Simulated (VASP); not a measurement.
Si2Ni: single point with r2SCAN

The system is Si2Ni.

```
CELL_PARAMETERS angstrom
0.00000 2.66583 2.66583
2.66583 0.00000 2.66583
2.66583 2.66583 0.00000
ATOMIC_POSITIONS crystal
Si 0.25000 0.25000 0.25000
Si 0.75000 0.75000 0.75000
Ni 0.00000 0.00000 0.00000
```

```
Program                : VASP 6.6.1
Task                   : single point
Functional             : r2SCAN
Potentials or basis    : VASP PAW PBE potentials, release 64 (Si, Ni)
Cutoff                 : 520 eV
k mesh                 : 14 × 14 × 14
Occupations            : gaussian, width 0.1 eV
Spin                   : no spin polarisation
Dipole correction      : no
Further INCAR settings : ALGO = Normal; EDIFF = 1e-06; NBANDS = 16
```

```
Pressure               : 5.1 GPa
Band gap on the k mesh : zero (bands 9 and 10 overlap by 2.12 eV)
```

Levels at points of the mesh, in eV from the Fermi level:
| k point | band 6 | band 7 | band 8 | band 9 | band 10 | band 11 | band 12 | band 13 |
| --- | --- | --- | --- | --- | --- | --- | --- | --- |
| (0.00, 0.00, 0.00) | -4.08 | 0.33 | 1.71 | 1.71 | 1.71 | 2.14 | 2.14 | 2.14 |
| (0.50, 0.00, 0.00) | -3.84 | -3.84 | -1.83 | -1.83 | 1.78 | 1.78 | 2.13 | 3.05 |
| (0.50, 0.50, 0.00) | -4.09 | -4.09 | -3.97 | -3.62 | -0.41 | 1.36 | 7.94 | 9.14 |

Wall time 6.5 min on 1 thread of Intel Xeon 8259CL, with other jobs on the host, peak memory 0.21 GiB.

Caveat: the cell stands under pressure; the PAW data sets were made with another functional, which shifts forces and pressure a little. Spin polarisation is off, so any magnetic state and its effect on volume and gap are missing.
